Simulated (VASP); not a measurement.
**Cu: single point with PBEsol**

Cu:

```xyz
2
Lattice="2.5341 0.0000 0.0000 -1.2670 2.1946 0.0000 0.0000 0.0000 4.3182" Properties=species:S:1:pos:R:3 pbc="T T T"
Cu    0.0000    1.4631    1.0795
Cu    1.2670    0.7315    3.2386
```

This cell differs from its parent crystal: strain +0.000 along x and y, +0.050 along z.

```json
{"Program": "VASP 6.6.1", "Task": "single point", "Functional": "PBEsol", "Potentials or basis": "VASP PAW PBE potentials, release 64 (Cu)", "Cutoff": "520 eV", "k mesh": "24 × 24 × 12", "Occupations": "gaussian, width 0.15 eV", "Spin": "no spin polarisation", "Dipole correction": "no", "Further INCAR settings": "ALGO = Fast; EDIFF = 1e-06; NBANDS = 18"}
```

| Property | Result |
| --- | --- |
| Pressure | -7.7 GPa |
| Band gap on the k mesh | zero (band 11 reaches 11.40 eV, above the bottom of band 12 at 5.28 eV) |

Stress tensor (GPa, compression positive):
```
 -5.66   0.00   0.00
  0.00  -5.66   0.00
  0.00   0.00 -11.82
```

Levels at points of the mesh, in eV from the Fermi level:
```
           k point  band 8  band 9  band 10  band 11  band 12  band 13  band 14  band 15
(0.00, 0.00, 0.00)   -2.32   -2.32    -1.69    -1.69    -1.34     3.10    21.80    22.25
(0.50, 0.00, 0.00)   -1.61   -1.54    -1.46     0.09     1.67     7.50     7.67    10.36
(0.00, 0.00, 0.50)   -2.92   -1.90    -1.90    -1.90    -1.90    11.23    11.23    22.46
(0.50, 0.00, 0.50)   -1.86   -1.49    -1.49     0.54     0.54     4.85     4.85    16.37
```

It took 64 s on 1 thread of Intel(R) Xeon(R) 6975P-C (Granite Rapids), with other jobs on the host, peak memory 0.25 GiB.

Caveat: the cell differs from its parent crystal (strain +0.000 along x and y, +0.050 along z); the PAW data sets were made with another functional, which shifts forces and pressure a little.
